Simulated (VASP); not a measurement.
Crystal: GaN.

```xyz
2
Lattice="0.0475 2.2965 2.2965 2.2965 0.0475 2.2965 2.2965 2.2965 0.0475" Properties=species:S:1:pos:R:3 pbc="T T T"
Ga    0.0056    0.0056    0.0056
N     1.1546    1.1546    1.1546
```

This cell differs from its parent crystal: strain along [111] +3.2%.

Base run:

```yaml
Program: VASP 6.6.1
Functional: r2SCAN
Potentials_or_basis: VASP PAW PBE potentials, release 64 (Ga_d, N)
Cutoff: 520 eV
k_mesh: 10 × 10 × 10
Occupations: gaussian, width 0.01 eV
Spin: no spin polarisation
```

Its results: band gap on the k mesh 1.86 eV, direct; pressure -4.5 GPa; largest force 0.010 eV/Å.

Task: The run is repeated on the same cell with these changes: functional from r2SCAN to PBE; occupations from gaussian, width 0.01 eV to fermi-dirac, width 0.02 eV. What comes out?

Result: Band gap on the k mesh 1.47 eV, direct; pressure 0.6 GPa; largest force 0.024 eV/Å.

Caveats: the PAW data sets were made with another functional, which shifts forces and pressure a little (some runs).

